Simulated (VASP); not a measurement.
# B4Pb5O11 in VASP: further runs

The runs below take B4Pb5O11 through molecular dynamics, single point, with PBE.

Program: VASP 6.6.1. These are calculated values, not measurements. Logs are shortened: lines on timing, memory, paths and dates and some standing lists are left out, and cuts for length are marked.

**1. The cell of the first run**

The cell holds a disordered packing, 20 atoms: a = 6.970 Å, b = 6.799 Å, c = 6.978 Å, α = 90.71°, β = 94.91°, γ = 92.82°.

**2. Molecular dynamics, PBE**

File INCAR:

```
PREC = Accurate
ENCUT = 520
EDIFF = 1E-5
ISMEAR = -1
SIGMA = 0.1172
LREAL = Auto
LASPH = T
NELM = 80
ALGO = Normal
ISIF = 2
LWAVE = F
LCHARG = T
GGA = PE
NBANDS = 90
ISYM = 0
IBRION = 0
NSW = 40
POTIM = 1.5
TEBEG = 1360.0
TEEND = 1360.0
NELMIN = 4
RANDOM_SEED = 75165 0 0
MDALGO = 3
LANGEVIN_GAMMA = 30 30 30
```

File KPOINTS:

```
regular mesh
0
Gamma
  1 1 1
```

File POSCAR:

```
B4Pb5O11
1.0
    6.9609960000     -0.1702740000     -0.2994950000
   -0.1702740000      6.7969110000     -0.0464410000
   -0.2994950000     -0.0464410000      6.9712270000
Pb O B
5 11 4
Direct
    0.6642314700      0.2952287264      0.2532442138
    0.4609389476      0.7305412878      0.3873453760
    0.1864287170      0.2357869850      0.8737287792
    0.7819142640      0.5409535557      0.7777491786
    0.9547285388      0.9133439552      0.4323411421
    0.3331999809      0.3812806550      0.2673880733
    0.2363625997      0.6269826981      0.9750504427
    0.6451869798      0.2309099920      0.8683486045
    0.0281394459      0.8809405684      0.8479880024
    0.6990895787      0.9851127528      0.6035191468
    0.2137356271      0.5015218933      0.6030935192
    0.0978670702      0.1849653024      0.4670401237
    0.1792338906      0.9501351696      0.1238885051
    0.7627702543      0.5671120291      0.1640793093
    0.6945336666      0.9013905298      0.9658343399
    0.5445584598      0.3019754940      0.5364101090
    0.1484091357      0.7749060790      0.0001698906
    0.6312725747      0.1586666787      0.6893293993
    0.8476407672      0.9282952497      0.8920459421
    0.2299468309      0.3616745449      0.4491361800
```

Potentials or basis: VASP PAW PBE potentials, release 64 (Pb_d, O, B).

The run is started by

```
> cat potpaw_PBE.64/Pb_d/POTCAR potpaw_PBE.64/O/POTCAR potpaw_PBE.64/B/POTCAR > POTCAR
> mpirun -np 1 vasp_gam > vasp.out
```

OUTCAR:

```text
PREC = Accurate
   ENCUT = 520
   EDIFF = 1E-5
   ISMEAR = -1
   LREAL = Auto
   LASPH = T
   NELM = 80
   ISIF = 2
   GGA = PE
   ISYM = 0
   IBRION = 0
   NSW = 40
   POTIM = 1.5
   TEBEG = 1360.0
   NELMIN = 4

 ion  position               nearest neighbor table
   1  0.664  0.295  0.253-  14 2.06  16 2.21   6 2.42   8 2.71   2 3.49   5 3.54   4 3.87   4 4.01
                             3 4.07
   2  0.461  0.731  0.387-   6 2.60  10 2.69  11 2.81  20 2.97  14 2.97  13 3.03   1 3.49   5 3.59
                             4 3.66   5 3.83
   3  0.186  0.236  0.874-   9 2.60  13 2.63  11 2.64   7 2.74  12 2.86   6 2.99  19 3.09  20 3.13
                             4 3.60   5 3.94   1 4.07
   4  0.782  0.541  0.778-   8 2.39  14 2.71  16 2.72  19 2.75  18 2.80   9 2.82  15 2.88   3 3.60
                             2 3.66   5 3.74   1 3.87   1 4.01
   5  0.955  0.913  0.432-  12 2.06  10 2.30  13 2.77   9 2.91   1 3.54   2 3.59   4 3.74   2 3.83
                             3 3.94
   6  0.333  0.381  0.267-  20 1.51   1 2.42   2 2.60   3 2.99
   7  0.236  0.627  0.975-  17 1.22   3 2.74
   8  0.645  0.231  0.868-  18 1.33   4 2.39   1 2.71
   9  0.028  0.881  0.848-  19 1.37  17 1.51   3 2.60   4 2.82   5 2.91
  10  0.699  0.985  0.604-  18 1.44   5 2.30   2 2.69
  11  0.214  0.502  0.603-  20 1.44   3 2.64   2 2.81
  12  0.098  0.185  0.467-  20 1.49   5 2.06   3 2.86
  13  0.179  0.950  0.124-  17 1.46   3 2.63   5 2.77   2 3.03
  14  0.763  0.567  0.164-   1 2.06   4 2.71   2 2.97
  15  0.695  0.901  0.966-  19 1.23   4 2.88
  16  0.545  0.302  0.536-  18 1.56   1 2.21   4 2.72
  17  0.148  0.775  0.000-   7 1.22  13 1.46   9 1.51
  18  0.631  0.159  0.689-   8 1.33  10 1.44  16 1.56   4 2.80
  19  0.848  0.928  0.892-  15 1.23   9 1.37   4 2.75   3 3.09
  20  0.230  0.362  0.449-  11 1.44  12 1.49   6 1.51   2 2.97   3 3.13

IMPORTANT INFORMATION: All symmetrisations will be switched off!
NOSYMM: (Re-)initialisation of all symmetry stuff for point group C_1.

----------------------------------------------------------------------------------------

                                     Primitive cell

  volume of cell :     329.0000

  direct lattice vectors                    reciprocal lattice vectors
     6.960996000 -0.170274000 -0.299495000     0.144014136  0.003650236  0.006211394
    -0.170274000  6.796911000 -0.046441000     0.003650236  0.147224875  0.001137604
    -0.299495000 -0.046441000  6.971227000     0.006211394  0.001137604  0.143721200

  length of vectors
     6.969516181  6.799202096  6.977811971     0.144194233  0.147274513  0.143859859

  position of ions in fractional coordinates (direct lattice)
     0.664231470  0.295228726  0.253244214
     0.460938948  0.730541288  0.387345376
     0.186428717  0.235786985  0.873728779
     0.781914264  0.540953556  0.777749179
     0.954728539  0.913343955  0.432341142
     0.333199981  0.381280655  0.267388073
[... 12 lines left out ...]
     0.847640767  0.928295250  0.892045942
     0.229946831  0.361674545  0.449136180

  ion indices of the primitive-cell ions
   primitive index   ion index
                 1           1
                 2           2
                 3           3
                 4           4
                 5           5
                 6           6
[... 12 lines left out ...]
                19          19
                20          20

----------------------------------------------------------------------------------------

 KPOINTS: regular mesh

Automatic generation of k-mesh.
 Grid dimensions read from file:
 generate k-points for:    1    1    1

 Generating k-lattice:

  Cartesian coordinates                     Fractional coordinates (reciprocal lattice)
     0.144014136  0.003650236  0.006211394     1.000000000  0.000000000  0.000000000
     0.003650236  0.147224875  0.001137604    -0.000000000  1.000000000  0.000000000
     0.006211394  0.001137604  0.143721200     0.000000000  0.000000000  1.000000000

  Length of vectors
     0.144194233  0.147274513  0.143859859

  Shift w.r.t. Gamma in fractional coordinates (k-lattice)
     0.000000000  0.000000000  0.000000000

 Subroutine IBZKPT returns following result:
 ===========================================

 Found      1 irreducible k-points:

 Following reciprocal coordinates:
            Coordinates               Weight
  0.000000  0.000000  0.000000      1.000000
   k-points           NKPTS =      1   k-points in BZ     NKDIM =      1   number of bands    NBANDS=     90
   number of dos      NEDOS =    301   number of ions     NIONS =     20
   total plane-waves  NPLWV = 157464
   dimension x,y,z NGX =    54 NGY =   54 NGZ =   54
   dimension x,y,z NGXF=   108 NGYF=  108 NGZF=  108
   ions per type =               5  11   4
   NGX,Y,Z   is equivalent  to a cutoff of  12.88, 13.20, 12.87 a.u.
   NGXF,Y,Z  is equivalent  to a cutoff of  25.76, 26.41, 25.73 a.u.
 SYSTEM =  unknown system
   PREC   = accura    normal or accurate (medium, high low for compatibility)
   ISTART =      0    job   : 0-new  1-cont  2-samecut
   ICHARG =      2    charge: 1-file 2-atom 10-const
   ISPIN  =      1    spin polarized calculation?
   LNONCOLLINEAR =      F non collinear calculations
   LSORBIT =      F    spin-orbit coupling
   LASPH  =      T    aspherical Exc in radial PAW
   ENCUT  =  520.0 eV  38.22 Ry    6.18 a.u.  12.96 12.64 12.97*2*pi/ulx,y,z
   NELM   =     80;   NELMIN=  4; NELMDL= -5     # of ELM steps
   EDIFF  = 0.1E-04   stopping-criterion for ELM
   LREAL  =      T    real-space projection
   EDIFFG = 0.1E-03   stopping-criterion for IOM
   NSW    =     40    number of steps for IOM
   IBRION =      0    ionic relax: 0-MD 1-quasi-New 2-CG
   NFREE  =      0    steps in history (QN), initial steepest desc. (CG)
   ISIF   =      2    stress and relaxation
   ISYM   =      0    0-nonsym 1-usesym 2-fastsym
   POTIM  = 1.5000    time-step for ionic-motion
   TEBEG  = 1360.0;   TEEND  =1360.0 temperature during run
   PSTRESS=    0.0 pullay stress
   NELECT =     148.0000    total number of electrons
   NUPDOWN=      -1.0000    fix difference up-down
   EMIN   =  10.00;   EMAX   =-10.00  energy-range for DOS
   EFERMI =   0.00;   METHOD = LEGACY
   ISMEAR =    -1;   SIGMA  =   0.12  broadening in eV -4-tet -1-fermi 0-gaus
   EFERMI_NEDOS =   21; number of points for ismear=-14 and -15
   IALGO  =     38    algorithm
   IMIX   =      4    mixing-type and parameters
     AMIX     =   0.40;   BMIX     =  1.00
     AMIX_MAG =   1.60;   BMIX_MAG =  1.00
  volume/ion in A,a.u.               =      16.45       111.01
  Fermi-wavevector in a.u.,A,eV,Ry     =   1.254383  2.370440 21.408444  1.573476
  Thomas-Fermi vector in A             =   2.388190
   LORBIT       =      0    0 simple, 1 ext, 2 COOP (PROOUT), +10 PAW based schemes
   GGA     = PE    functional components
   LHFCALC =     F    Hartree Fock is set to
   AEXX    =    0.0000 exact exchange contribution
   IVDW    =     0    specifies the selected vdW correction
   LEPSILON=     F    determine dielectric tensor
   LRPA    =     F    only Hartree local field effects (RPA)
 molecular dynamics for ions
 non-spin polarized calculation
  energy-cutoff  :      520.00
  volume of cell :      329.00
 maximum number of plane-waves:      4414
 NGX is ok and might be reduce to    50
   NGX = 25   NGY = 25   NGZ = 25

--------------------------------------- Ionic step        1  -------------------------------------------

 number of electron     147.9999996 magnetization

 Free energy of the ion-electron system (eV)
  ---------------------------------------------------
  ext. energy  EPLUGINS =         0.00000000
  ---------------------------------------------------
  free energy    TOTEN  =      -124.35725660 eV

  energy without entropy =     -124.34038633  energy(sigma->0) =     -124.34882146

------------------------ aborting loop because EDIFF is reached ----------------------------------------

  FORCE on cell =-STRESS in cart. coord.  units (eV):
  Direction    XX          YY          ZZ          XY          YZ          ZX
  --------------------------------------------------------------------------------------
  -------------------------------------------------------------------------------------
  Total       -2.3631191      5.2502000     -2.8132886     -1.5502862     -1.0987651      8.2182605
  in kB      -11.5080111     25.5676325    -13.7002644     -7.5496450     -5.3508100     40.0216110
  external PRESSURE =       0.1197857 kB  Pullay stress =       0.0000000 kB
[... 169 lines left out ...]
  ENERGY OF THE ELECTRON-ION-THERMOSTAT SYSTEM (eV)
  ---------------------------------------------------
% ion-electron   TOTEN  =      -125.048754  see above
  kinetic energy EKIN   =         3.968805
  kin. lattice  EKIN_LAT=         0.000000  (temperature 1535.19 K)
  nose potential ES     =         0.000000
  nose kinetic   EPS    =         0.000000
  ---------------------------------------------------
  total energy   ETOTAL =      -121.079949 eV

[... ionic steps 4 to 37 ...]

--------------------------------------- Ionic step       38  -------------------------------------------

 number of electron     148.0000011 magnetization

------------------------ aborting loop because EDIFF is reached ----------------------------------------

  FORCE on cell =-STRESS in cart. coord.  units (eV):
  Direction    XX          YY          ZZ          XY          YZ          ZX
  --------------------------------------------------------------------------------------
  -------------------------------------------------------------------------------------
  Total        0.4156078      7.2939040      6.8712789     -3.0732557     -3.0230110      1.4059323
  in kB        2.0239435     35.5201434     33.4620266    -14.9662624    -14.7215790      6.8466650
  external PRESSURE =      23.6687045 kB  Pullay stress =       0.0000000 kB
[... 105 lines left out ...]
  ENERGY OF THE ELECTRON-ION-THERMOSTAT SYSTEM (eV)
  ---------------------------------------------------
% ion-electron   TOTEN  =      -126.667819  see above
  kinetic energy EKIN   =         3.430427
  kin. lattice  EKIN_LAT=         0.000000  (temperature 1326.94 K)
  nose potential ES     =         0.000000
  nose kinetic   EPS    =         0.000000
  ---------------------------------------------------
  total energy   ETOTAL =      -123.237392 eV

--------------------------------------- Ionic step       40  -------------------------------------------

 number of electron     148.0000001 magnetization

 Free energy of the ion-electron system (eV)
  ---------------------------------------------------
  ext. energy  EPLUGINS =         0.00000000
  ---------------------------------------------------
  free energy    TOTEN  =      -126.86420966 eV

  energy without entropy =     -126.85952230  energy(sigma->0) =     -126.86186598

 E-fermi :   3.6536     XC(G=0):  -9.2250

 val. band max:        2.8407102021   @ k =   0.0000   0.0000   0.0000
 cond. band min:       4.4408274352   @ k =   0.0000   0.0000   0.0000
 fundamental gap:      1.6001172330
 Fermi energy:         3.6535761362

 k-point     1 :       0.0000    0.0000    0.0000
  band No.  band energies     occupation
      1     -17.6215      2.00000
      2     -16.8781      2.00000
      3     -16.4184      2.00000
      4     -16.1847      2.00000
      5     -16.1434      2.00000
      6     -15.3688      2.00000
[... 78 lines left out ...]
     85       8.0487      0.00000
     86       8.1386      0.00000
 [bands above 86 left out]

------------------------ aborting loop because EDIFF is reached ----------------------------------------

  FORCE on cell =-STRESS in cart. coord.  units (eV):
  Direction    XX          YY          ZZ          XY          YZ          ZX
  --------------------------------------------------------------------------------------
  -------------------------------------------------------------------------------------
  Total       -0.3216050      9.7360852      7.5820959     -1.9655600     -2.6924088      1.6903790
  in kB       -1.5661650     47.4131744     36.9235914     -9.5719623    -13.1115994      8.2318747
  external PRESSURE =      27.5902003 kB  Pullay stress =       0.0000000 kB
[... 41 lines left out ...]
  ENERGY OF THE ELECTRON-ION-THERMOSTAT SYSTEM (eV)
  ---------------------------------------------------
% ion-electron   TOTEN  =      -126.864210  see above
  kinetic energy EKIN   =         3.711387
  kin. lattice  EKIN_LAT=         0.000000  (temperature 1435.62 K)
  nose potential ES     =         0.000000
  nose kinetic   EPS    =         0.000000
  ---------------------------------------------------
  total energy   ETOTAL =      -123.152823 eV
```

It took 15 min on 1 thread of Intel Xeon 6975P-C (Granite Rapids), shared host; peak memory 0.44 GiB.

Caveat: the k points lie up to 0.93 Å⁻¹ apart; spin-orbit coupling is left out, which moves the levels of the heavy elements.

**3. Single point, PBE**

File INCAR:

```
  PREC = Accurate
  ENCUT = 520
  EDIFF = 1E-6
  ISMEAR = -1
  SIGMA = 0.293
  LREAL = Auto
  LASPH = True
  NELM = 60
  ALGO = Normal
  ISIF = 2
  LWAVE = False
  LCHARG = True
  GGA = PE
  LELF = True
  LVHAR = True
  ISYM = 0
  NBANDS = 90
```

File KPOINTS:

```
Automatic mesh
0
Gamma
  1 1 1
```

File POSCAR:

```
B4Pb5O11
1.0
    6.9609960000     -0.1702740000     -0.2994950000
   -0.1702740000      6.7969110000     -0.0464410000
   -0.2994950000     -0.0464410000      6.9712270000
Pb O B
5 11 4
Direct
    0.7213349629      0.2577229111      0.2166856888
    0.3953224168      0.6700607543      0.4112784419
    0.3271552512      0.0976916185      0.0365884310
    0.9583840996      0.5731230757      0.7831580660
    0.9331222385      0.9576546236      0.4915223508
    0.4016059035      0.3283627916      0.3690193213
    0.0464450613      0.3745520730      0.0127628374
    0.5990627539      0.2593845198      0.8285714087
    0.9030264729      0.9419716679     -0.0660265374
    0.6345377698      1.0961517265      0.5343219023
    0.2532614099      0.4403863693      0.6732009314
    0.1784979299      0.1257522476      0.5957296036
    0.1205015490      0.6754925954      0.2285646649
    0.8189875604      0.5437583903      0.2367325526
    0.5767981098      0.8750638772      1.0368978074
    0.8360389713      0.3552026913      0.5803574406
   -0.0194792947      0.5511490248      0.1520571573
    0.7129878671      0.2319826735      0.6520378419
    0.7144675893      0.9731294561     -0.0204765136
    0.2851400448      0.2897088032      0.5826535823
```

Potentials or basis: VASP PAW PBE potentials, release 64 (Pb_d, O, B).

The run is started by

```
> cat potpaw_PBE.64/Pb_d/POTCAR potpaw_PBE.64/O/POTCAR potpaw_PBE.64/B/POTCAR > POTCAR
> mpirun -np 1 vasp_gam > vasp.out
```

Wall time 1.9 min (1 thread of Intel Xeon 8259CL, shared host); peak memory 0.37 GiB.

Results (log left out):

- Free energy: -125.0190 eV
- Pressure: 5.4 GPa
- Largest force: 7.388 eV/Å

Forces in eV/Å, atoms in the order of the input:
```
Pb  -0.771 -0.667  0.263
Pb  -0.009 -1.092  0.165
Pb  -1.849  1.057 -0.633
Pb   1.306  0.382 -0.428
Pb  -0.430 -1.718 -0.384
O   -0.976  0.276  0.734
O   -1.843  2.195  2.288
O    2.052 -1.094  0.210
O   -3.255  1.543  0.559
O   -0.713 -3.748 -1.460
O    0.137  6.511  2.116
O    1.262 -2.102  0.239
O    1.735  1.637  0.019
O   -1.955  1.730 -0.165
O   -3.400 -1.394  1.101
O    1.568  1.520 -0.475
B    3.309 -2.395 -0.052
B   -3.943  0.730  3.289
B    6.722 -0.680 -2.990
B    1.052 -2.692 -4.396
```

Stress tensor (GPa, compression positive):
```
 4.87  5.86  4.89
 5.86 11.83  1.93
 4.89  1.93 -0.40
```

Levels at points of the mesh, in eV from the Fermi level:
```csv
k point,band 71,band 72,band 73,band 74,band 75,band 76,band 77,band 78
"(0.00, 0.00, 0.00)",-1.52,-1.45,-1.23,-1.08,0.80,1.72,2.15,2.32
```

Caveat: the k points lie up to 0.93 Å⁻¹ apart; the atoms stand as in a frame of molecular dynamics; spin-orbit coupling is left out, which moves the levels of the heavy elements.

[end of part 1 of 2]
